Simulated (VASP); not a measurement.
A run of VASP 6.6.1 is set up as follows.

Contents of INCAR:

```
ALGO = Normal ; EDIFF = 1E-6
ENCUT = 520 ; GGA = PE
ISIF = 2 ; ISMEAR = -1
IVDW = 12 ; LASPH = True
LCHARG = False ; LREAL = Auto
LWAVE = False ; NBANDS = 86
NELM = 100 ; PREC = Accurate
SIGMA = 0.24
```

KPOINTS

```
k-points
0
Gamma
  2 2 2
```

The input POSCAR:

```
WC
1.0
   -2.9017000000     -5.0258920000      0.0000000000
    4.3525500000     -2.5129460000      0.0000000000
    0.0000000000      0.0000000000      5.6680000000
W C
8 8
Direct
    0.7365181306      0.4985938495     -0.0569160198
    0.7480344787      0.4751632139      0.4595271701
    0.4704858946     -0.0150466002     -0.0337332392
    0.5076519637     -0.0146457357      0.4623147495
    0.2567301347      0.4849694620     -0.0386379675
    0.2514396831      0.4640733658      0.4678722653
   -0.0255508327      0.0087211287     -0.0190014114
    0.0006314400     -0.0185334461      0.4750529287
    0.5012228667      0.6377407250      0.2261467890
    0.4961150588      0.6847657272      0.7148906140
    0.2374536660      0.1713063153      0.2104446013
    0.2432466017      0.1522391849      0.7206774876
    0.0013350617      0.6481198260      0.1915490473
   -0.0149214122      0.6803144222      0.7203422724
    0.7482651069      0.1426613964      0.2276817219
    0.7485508463      0.1555800601      0.7374382498
```

Potentials or basis: VASP PAW PBE potentials, release 64 (W_sv, C).

Launch:

```sh
$ cat potpaw_PBE.64/W_sv/POTCAR potpaw_PBE.64/C/POTCAR > POTCAR
$ mpirun -np 1 vasp_std > vasp.out
```

Q: What does it give for the band gap on the k mesh?

A: Zero (bands 72 and 73 overlap by 0.10 eV).

Q: Estimate the largest force.

A: 4.605 eV/Å.

Q: Estimate the dispersion energy per atom.

A: -0.464 eV.

Forces in eV/Å, atoms in the order of the input:
```
W   -0.760 -0.882  3.755
W    1.128 -1.467  0.308
W   -0.865 -3.123  0.846
W    0.971  1.939  0.479
W    2.424  1.036 -0.008
W    3.930 -1.179 -0.106
W   -4.080 -1.263 -1.723
W    0.608  0.376 -1.462
C    0.802 -0.031 -1.028
C   -2.349  1.607 -0.575
C   -2.101  0.682  0.786
C    0.356 -0.014 -0.408
C    0.312  0.553  2.103
C   -2.171  0.363 -0.293
C    0.984  0.341 -0.276
C    0.811  1.063 -2.398
```

Caveat: the k points lie up to 0.63 Å⁻¹ apart; the atoms stand as in a frame of molecular dynamics; spin-orbit coupling is left out, which moves the levels of the heavy elements; forces of over 1 eV/Å act on the atoms, so gaps and moduli don't describe the material at rest.
